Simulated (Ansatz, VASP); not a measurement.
## Hf2N in VASP and in Ansatz

Contents of INCAR:

```
SYSTEM = Hf2N
PREC = Accurate
ENCUT = 520
EDIFF = 1E-7
ISMEAR = 0
SIGMA = 0.15
LREAL = .False.
LASPH = .True.
NELM = 80
ALGO = Normal
ISIF = 2
LWAVE = .False.
LCHARG = .True.
LELF = .True.
LVHAR = .True.
NBANDS = 34
```

File KPOINTS:

```
Automatic mesh
0
Gamma
  8 8 12
  0 0 0
```

The input POSCAR:

```
Hf2N
1.0
    4.8845074885      0.0000000000      0.0000000000
    0.0000000000      5.2521585898      0.0000000000
    0.0000000000      0.0000000000      3.2005839592
Hf N
4 2
Direct
    0.2816036895      0.3092031779      0.0000000000
    0.7183963105      0.6907968221      0.0000000000
    0.7816036895      0.1907968221      0.5000000000
    0.2183963105      0.8092031779      0.5000000000
    0.0000000000      0.0000000000      0.0000000000
    0.5000000000      0.5000000000      0.5000000000
```

Input for Ansatz:

```yaml
crystal:
  lattice:
    - [4.8845074885, 0.0, 0.0]
    - [0.0, 5.2521585898, 0.0]
    - [0.0, 0.0, 3.2005839592]
  atoms:
    - { symbol: Hf, position: [0.2816036895, 0.3092031779, 0.0] }
    - { symbol: Hf, position: [0.7183963105, 0.6907968221, 0.0] }
    - { symbol: Hf, position: [0.7816036895, 0.1907968221, 0.5] }
    - { symbol: Hf, position: [0.2183963105, 0.8092031779, 0.5] }
    - { symbol: "N", position: [0.0, 0.0, 0.0] }
    - { symbol: "N", position: [0.5, 0.5, 0.5] }
basis:
  ecutwfc: 520.0
kpoints:
  mp_grid: { grid: [8, 8, 12] }
hamiltonian:
  xc: lda
  pseudopotentials: { kind: paw, azcp: { folder: soft_1 } }
scf:
  occupations: { method: gaussian, width: 0.15 }
output:
  forces: true
  stress: true
  eigenvalues: true
```

Change from the starting cell: mode 4 frozen in at -0.102 Å, normal strain along x -0.0700.

Alike in both runs: task single point; functional LDA; k mesh 8 × 8 × 12; occupations gaussian, width 0.15 eV; no spin polarisation.

|  | VASP | Ansatz |
| --- | --- | --- |
| version | VASP 6.6.1 | Ansatz 0.2.0 |
| potentials or method | VASP PAW LDA potentials, release 64 (Hf_pv, N), cutoff 520 eV | scalar-relativistic, plane waves, PAW |
| valence electrons in the cell | 50 | 114 |

```tsv
	VASP	Ansatz	Ansatz less VASP
gap on the k mesh at the Fermi level (eV)	none	none	-
pressure (GPa)	17.8	17.8	-0.06
traceless stress, the component that is largest in VASP (GPa)	8.73	8.67	-0.056
rms of the force components (eV/Å)	0.142	0.145	+0.0026
```

Ansatz warns that its potentials were made for another functional, while VASP's fit it. LDA's correlation is that of Perdew and Zunger in VASP and of Perdew and Wang (1992) in Ansatz. Atom by atom the forces differ by 0.003 eV/Å (rms over components). A gap of «none» marks a metal or a gap that the smearing closes. VASP's potentials hold 50 valence electrons a cell and Ansatz's 114, so a difference there can come from the potentials and not from the codes.

Spin-orbit coupling is off throughout.
